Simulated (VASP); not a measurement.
Crystal: La3Hf.

```xyz
4
Lattice="5.0451 0.0000 0.0000 0.0000 5.0451 0.0000 0.0000 0.0000 5.0451" Properties=species:S:1:pos:R:3 pbc="T T T"
La    0.0000    2.5226    2.5226
La    2.5226    0.0000    2.5226
La    2.5226    2.5226    0.0000
Hf    0.0000    0.0000    0.0000
```

Base run:

* Program: VASP 6.6.1
* Functional: PBE
* Potentials or basis: VASP PAW PBE potentials, release 64 (La, Hf_pv)
* Cutoff: 520 eV
* k mesh: 6 × 6 × 6
* Occupations: fermi-dirac, width 0.1 eV
* Spin: no spin polarisation

Its results: band gap on the k mesh zero (an odd number of electrons rules out a gap without spin polarisation); pressure 0.1 GPa.

Question: The run is repeated on the same cell with these changes: k mesh from 6 × 6 × 6 to 2 × 2 × 2. What comes out?

Answer: Band gap on the k mesh zero (an odd number of electrons rules out a gap without spin polarisation); pressure 3.0 GPa.

Caveats: some runs use coarse meshes; spin-orbit coupling is left out, which moves the levels of the heavy elements.
